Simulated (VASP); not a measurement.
# Au (P6_3/mmc) in VASP: further runs

The runs below take Au through single point, with r2SCAN, PBEsol.

Program: VASP 6.6.1. These are calculated values, not measurements. Logs are shortened: lines on timing, memory, paths and dates and some standing lists are left out, and cuts for length are marked.

**1. The cell of the first run**

It takes space group P6_3/mmc (No. 194, hexagonal). Conventional cell: a = 2.938 Å, b = 2.938 Å, c = 4.944 Å, α = 90.00°, β = 90.00°, γ = 120.00°. Within 3.9 Å of Au (site symmetry -6m2) lie 12 Au at 2.94 to 3.00 Å.

**2. Single point, r2SCAN**

The input, POSCAR:

```
Au
1.0
    2.9381622711      0.0000000000      0.0000000000
   -1.4690811355      2.5445231672      0.0000000000
    0.0000000000      0.0000000000      4.9442178906
Au
2
Direct
    0.6666666667      0.3333333333      0.2500000000
    0.3333333333      0.6666666667      0.7500000000
```

The input, INCAR.step1:

```
ALGO = Normal
EDIFF = 1E-4
ENCUT = 520
GGA = PE
ISMEAR = -1
LASPH = T
LCHARG = F
LREAL = F
LWAVE = T
NBANDS = 18
NELM = 100
PREC = Accurate
SIGMA = 0.05
```

The input, INCAR.step2:

```
ALGO = Normal
EDIFF = 1E-6
ENCUT = 520
ISIF = 2
ISMEAR = -1
ISTART = 1
LASPH = T
LCHARG = F
LMIXTAU = T
LREAL = F
LWAVE = F
METAGGA = R2SCAN
NBANDS = 18
NELM = 100
PREC = Accurate
SIGMA = 0.05
```

The input, KPOINTS:

```
k-points
0
Gamma
  11 11 6
```

Potentials or basis: VASP PAW PBE potentials, release 64 (Au).

Command:

```console
cat potpaw_PBE.64/Au/POTCAR > POTCAR
cp INCAR.step1 INCAR
mpirun -np 1 vasp_std > vasp.out
cp INCAR.step2 INCAR
mpirun -np 1 vasp_std > vasp.out
```

OUTCAR:

```text
EDIFF = 1E-6
   ENCUT = 520
   ISIF = 2
   ISMEAR = -1
   ISTART = 1
   LASPH = T
   LREAL = F
   METAGGA = R2SCAN
   NELM = 100
   PREC = Accurate

 ion  position               nearest neighbor table
   1  0.667  0.333  0.250-   2 3.00   2 3.00   2 3.00   2 3.00   2 3.00   2 3.00
   2  0.333  0.667  0.750-   1 3.00   1 3.00   1 3.00   1 3.00   1 3.00   1 3.00

  LATTYP: Found a hexagonal cell.
 ALAT       =     2.9381622711
 C/A-ratio  =     1.6827586207

  Lattice vectors:

 A1 = (   2.9381622711,   0.0000000000,   0.0000000000)
 A2 = (  -1.4690811355,   2.5445231672,   0.0000000000)
 A3 = (   0.0000000000,   0.0000000000,   4.9442178906)

Analysis of symmetry for initial positions (statically):
=====================================================================
 Subroutine PRICEL returns:
 Original cell was already a primitive cell.

 Routine SETGRP: Setting up the symmetry group for a
 hexagonal supercell.

 Subroutine GETGRP returns: Found 24 space group operations
 (whereof 12 operations were pure point group operations)
 out of a pool of 24 trial point group operations.

The static configuration has the point symmetry D_3d.
 The point group associated with its full space group is D_6h.

Analysis of symmetry for dynamics (positions and initial velocities):
=====================================================================
 Subroutine PRICEL returns:
 Original cell was already a primitive cell.

 Routine SETGRP: Setting up the symmetry group for a
 hexagonal supercell.

 Subroutine GETGRP returns: Found 24 space group operations
 (whereof 12 operations were pure point group operations)
 out of a pool of 24 trial point group operations.

The dynamic configuration has the point symmetry D_3d.
 The point group associated with its full space group is D_6h.

 Subroutine INISYM returns: Found 24 space group operations
 (whereof 12 operations are pure point group operations),
 and found     1 'primitive' translations

----------------------------------------------------------------------------------------

                                     Primitive cell

  volume of cell :      36.9641

  direct lattice vectors                    reciprocal lattice vectors
     2.938162271  0.000000000  0.000000000     0.340348799  0.196500471  0.000000000
    -1.469081135  2.544523167  0.000000000     0.000000000  0.393000941  0.000000000
     0.000000000  0.000000000  4.944217891     0.000000000  0.000000000  0.202256458

  length of vectors
     2.938162271  2.938162271  4.944217891     0.393000941  0.393000941  0.202256458

  position of ions in fractional coordinates (direct lattice)
     0.666666667  0.333333333  0.250000000
     0.333333333  0.666666667  0.750000000

  ion indices of the primitive-cell ions
   primitive index   ion index
                 1           1
                 2           2

----------------------------------------------------------------------------------------

 KPOINTS: k-points

Automatic generation of k-mesh.
 Grid dimensions read from file:
 generate k-points for:   11   11    6

 Generating k-lattice:

  Cartesian coordinates                     Fractional coordinates (reciprocal lattice)
     0.030940800  0.017863679  0.000000000     0.090909091  0.000000000  0.000000000
     0.000000000  0.035727358  0.000000000     0.000000000  0.090909091  0.000000000
     0.000000000  0.000000000  0.033709410     0.000000000  0.000000000  0.166666667

  Length of vectors
     0.035727358  0.035727358  0.033709410

  Shift w.r.t. Gamma in fractional coordinates (k-lattice)
     0.000000000  0.000000000  0.000000000

 Subroutine IBZKPT returns following result:
 ===========================================

 Found     64 irreducible k-points:

 Following reciprocal coordinates:
            Coordinates               Weight
  0.000000  0.000000  0.000000      1.000000
  0.090909 -0.000000  0.000000      6.000000
  0.181818 -0.000000  0.000000      6.000000
  0.272727 -0.000000  0.000000      6.000000
  0.363636  0.000000  0.000000      6.000000
  0.454545 -0.000000  0.000000      6.000000
[... 16 lines left out ...]
  0.090909  0.090909  0.166667     12.000000
  0.181818  0.090909  0.166667     24.000000
 [... further k-points ...]
   k-points           NKPTS =     64   k-points in BZ     NKDIM =     64   number of bands    NBANDS=     18
   number of dos      NEDOS =    301   number of ions     NIONS =      2
   total plane-waves  NPLWV =  23040
   dimension x,y,z NGX =    24 NGY =   24 NGZ =   40
   dimension x,y,z NGXF=    48 NGYF=   48 NGZF=   80
   ions per type =               2
   NGX,Y,Z   is equivalent  to a cutoff of  13.58, 13.58, 13.45 a.u.
   NGXF,Y,Z  is equivalent  to a cutoff of  27.16, 27.16, 26.90 a.u.
 SYSTEM =  unknown system
   PREC   = accura    normal or accurate (medium, high low for compatibility)
   ISTART =      1    job   : 0-new  1-cont  2-samecut
   ICHARG =      0    charge: 1-file 2-atom 10-const
   ISPIN  =      1    spin polarized calculation?
   LNONCOLLINEAR =      F non collinear calculations
   LSORBIT =      F    spin-orbit coupling
   LASPH  =      T    aspherical Exc in radial PAW
   ENCUT  =  520.0 eV  38.22 Ry    6.18 a.u.   5.46  5.46  9.19*2*pi/ulx,y,z
   NELM   =    100;   NELMIN=  2; NELMDL=  0     # of ELM steps
   EDIFF  = 0.1E-05   stopping-criterion for ELM
   LREAL  =      F    real-space projection
   EDIFFG = 0.1E-04   stopping-criterion for IOM
   NSW    =      0    number of steps for IOM
   IBRION =     -1    ionic relax: 0-MD 1-quasi-New 2-CG
   NFREE  =      0    steps in history (QN), initial steepest desc. (CG)
   ISIF   =      2    stress and relaxation
   ISYM   =      2    0-nonsym 1-usesym 2-fastsym
   POTIM  = 0.5000    time-step for ionic-motion
   TEBEG  =    0.0;   TEEND  =   0.0 temperature during run
   PSTRESS=    0.0 pullay stress
   NELECT =      22.0000    total number of electrons
   NUPDOWN=      -1.0000    fix difference up-down
   EMIN   =  10.00;   EMAX   =-10.00  energy-range for DOS
   EFERMI =   0.00;   METHOD = LEGACY
   ISMEAR =    -1;   SIGMA  =   0.05  broadening in eV -4-tet -1-fermi 0-gaus
   EFERMI_NEDOS =   21; number of points for ismear=-14 and -15
   IALGO  =     38    algorithm
   IMIX   =      4    mixing-type and parameters
     AMIX     =   0.40;   BMIX     =  1.00
     AMIX_MAG =   1.60;   BMIX_MAG =  1.00
  volume/ion in A,a.u.               =      18.48       124.72
  Fermi-wavevector in a.u.,A,eV,Ry     =   1.377069  2.602284 25.800998  1.896320
  Thomas-Fermi vector in A             =   2.502256
   LORBIT       =      0    0 simple, 1 ext, 2 COOP (PROOUT), +10 PAW based schemes
   METAGGA = R2SCAN    functional components
   LHFCALC =     F    Hartree Fock is set to
   AEXX    =    0.0000 exact exchange contribution
   IVDW    =     0    specifies the selected vdW correction
   LEPSILON=     F    determine dielectric tensor
   LRPA    =     F    only Hartree local field effects (RPA)
 non-spin polarized calculation
  energy-cutoff  :      520.00
  volume of cell :       36.96
 maximum number of plane-waves:      1026
 NGX is ok and might be reduce to    24
   NGX = 11   NGY = 11   NGZ = 19

 number of electron      21.9999998 magnetization

 Free energy of the ion-electron system (eV)
  ---------------------------------------------------
  ext. energy  EPLUGINS =         0.00000000
  ---------------------------------------------------
  free energy    TOTEN  =      -101.14679145 eV

  energy without entropy =     -101.13806376  energy(sigma->0) =     -101.14242761

 E-fermi :   8.0141     XC(G=0): -13.0551

 val. band max:        7.9934394018   @ k =   0.3636   0.0909   0.5000
 cond. band min:       8.0177447256   @ k =   0.2727   0.0909   0.3333
 fundamental gap:      0.0243053238
 Fermi energy:         8.0140791066

 k-point     1 :       0.0000    0.0000    0.0000
  band No.  band energies     occupation
      1      -1.1910      2.00000
      2       1.0804      2.00000
      3       3.3412      2.00000
      4       3.6074      2.00000
      5       3.6074      2.00000
      6       3.8771      2.00000
[... 10 lines left out ...]
     17      26.5095      0.00000
     18      26.5095      0.00000

 k-point     2 :       0.0909   -0.0000    0.0000
  band No.  band energies     occupation
      1      -0.9384      2.00000
      2       1.2817      2.00000
      3       3.2657      2.00000
      4       3.6690      2.00000
      5       3.7668      2.00000
      6       3.8070      2.00000
[... 10 lines left out ...]
     17      25.2677      0.00000
     18      26.4362      0.00000

 k-point     3 :       0.1818   -0.0000    0.0000
  band No.  band energies     occupation
      1      -0.2300      2.00000
      2       1.7531      2.00000
      3       3.1064      2.00000
      4       3.5606      2.00000
      5       3.6909      2.00000
      6       4.0444      2.00000
[... 10 lines left out ...]
     17      25.3003      0.00000
     18      25.7837      0.00000

 k-point     4 :       0.2727   -0.0000    0.0000
  band No.  band energies     occupation
      1       0.7193      2.00000
      2       1.9548      2.00000
      3       2.9465      2.00000
      4       3.3197      2.00000
      5       3.4767      2.00000
      6       3.9520      2.00000
[... 10 lines left out ...]
     17      23.4161      0.00000
     18      25.3086      0.00000

 k-point     5 :       0.3636    0.0000    0.0000
  band No.  band energies     occupation
      1       1.3958      2.00000
      2       1.7715      2.00000
      3       2.4041      2.00000
      4       3.6658      2.00000
      5       3.7526      2.00000
      6       3.9469      2.00000
[... 10 lines left out ...]
     17      21.5190      0.00000
     18      24.2209      0.00000

 k-point     6 :       0.4545   -0.0000    0.0000
  band No.  band energies     occupation
      1       1.5657      2.00000
      2       1.6276      2.00000
      3       2.1251      2.00000
      4       3.6420      2.00000
      5       3.8125      2.00000
      6       3.9957      2.00000
[... 10 lines left out ...]
     17      20.0245      0.00000
     18      23.6056      0.00000

 k-point     7 :       0.0909    0.0909    0.0000
  band No.  band energies     occupation
      1      -0.4542      2.00000
      2       1.6375      2.00000
      3       3.1041      2.00000
      4       3.6647      2.00000
      5       3.8193      2.00000
      6       3.9712      2.00000
[... 10 lines left out ...]
     17      25.6965      0.00000
     18      26.2057      0.00000

 k-point     8 :       0.1818    0.0909    0.0000
  band No.  band energies     occupation
      1       0.4097      2.00000
      2       2.0839      2.00000
      3       2.9682      2.00000
      4       3.2515      2.00000
      5       3.5082      2.00000
      6       3.8643      2.00000
[... 10 lines left out ...]
     17      25.2490      0.00000
     18      25.6161      0.00000
[... 229 lines left out ...]
     17      24.4148      0.00000
     18      25.6154      0.00000

 k-point    20 :       0.2727   -0.0000    0.1667
  band No.  band energies     occupation
      1       0.8443      2.00000
      2       2.0099      2.00000
      3       2.8898      2.00000
      4       3.1983      2.00000
      5       3.4503      2.00000
      6       4.0184      2.00000
[... 10 lines left out ...]
     17      24.2906      0.00000
     18      25.5213      0.00000

 k-point    21 :       0.3636    0.0000    0.1667
  band No.  band energies     occupation
      1       1.3501      2.00000
      2       1.8198      2.00000
      3       2.5581      2.00000
      4       3.0994      2.00000
      5       3.8596      2.00000
      6       3.9449      2.00000
[... 10 lines left out ...]
     17      22.3248      0.00000
     18      24.4792      0.00000

 k-point    22 :       0.4545   -0.0000    0.1667
  band No.  band energies     occupation
      1       1.4185      2.00000
      2       1.6418      2.00000
      3       2.3970      2.00000
      4       3.1110      2.00000
      5       3.7621      2.00000
      6       4.1433      2.00000
[... 10 lines left out ...]
     17      20.5958      0.00000
     18      23.9238      0.00000

 k-point    23 :       0.0909    0.0909    0.1667
  band No.  band energies     occupation
      1      -0.2483      2.00000
      2       1.6579      2.00000
      3       3.1384      2.00000
      4       3.4726      2.00000
      5       3.5586      2.00000
      6       3.9549      2.00000
[... 10 lines left out ...]
     17      25.1607      0.00000
     18      26.0365      0.00000

 k-point    24 :       0.1818    0.0909    0.1667
  band No.  band energies     occupation
      1       0.5776      2.00000
      2       2.1417      2.00000
      3       2.9758      2.00000
      4       3.0879      2.00000
      5       3.4308      2.00000
      6       3.8494      2.00000
[... 10 lines left out ...]
     17      24.5471      0.00000
     18      25.6498      0.00000

 [... further k-points ...]

------------------------ aborting loop because EDIFF is reached ----------------------------------------

  FORCE on cell =-STRESS in cart. coord.  units (eV):
  Direction    XX          YY          ZZ          XY          YZ          ZX
  --------------------------------------------------------------------------------------
  -------------------------------------------------------------------------------------
  Total       -1.5176450     -1.5176450     -1.4507707     -0.0000000     -0.0000000      0.0000000
  in kB      -65.7810799    -65.7810799    -62.8824669     -0.0000000     -0.0000000      0.0000000
  external PRESSURE =     -64.8148756 kB  Pullay stress =       0.0000000 kB

 VOLUME and BASIS-vectors are now :
 -----------------------------------------------------------------------------
  energy-cutoff  :      520.00
  volume of cell :       36.96
      direct lattice vectors                 reciprocal lattice vectors
     2.938162271  0.000000000  0.000000000     0.340348799  0.196500471  0.000000000
    -1.469081135  2.544523167  0.000000000     0.000000000  0.393000941  0.000000000
     0.000000000  0.000000000  4.944217891     0.000000000  0.000000000  0.202256458

 POSITION                                       TOTAL-FORCE (eV/Angst)
 -----------------------------------------------------------------------------------
      1.46908      0.84817      1.23605         0.000000      0.000000      0.000000
     -0.00000      1.69635      3.70816        -0.000000     -0.000000      0.000000
 -----------------------------------------------------------------------------------
    total drift:                               -0.000000      0.000000     -0.000000

  FREE ENERGIE OF THE ION-ELECTRON SYSTEM (eV)
  ---------------------------------------------------
  free  energy   TOTEN  =      -101.1467914548 eV

  energy  without entropy=     -101.1380637581  energy(sigma->0) =     -101.14242761
```

Wall time 68 s (1 thread of Intel Xeon Platinum 8559C (Emerald Rapids), shared host); peak memory 0.19 GiB.

Results:

* Free energy: -101.1468 eV
* Pressure: -6.5 GPa
* Band gap on the k mesh: zero (band 11 reaches 11.71 eV, above the bottom of band 12 at 5.30 eV)

Stress tensor (GPa, compression positive):
```
-6.58  0.00  0.00
 0.00 -6.58  0.00
 0.00  0.00 -6.29
```

Caveat: the PAW data sets were made with another functional, which shifts forces and pressure a little; spin-orbit coupling is left out, which moves the levels of the heavy elements.

[end of part 1 of 2]
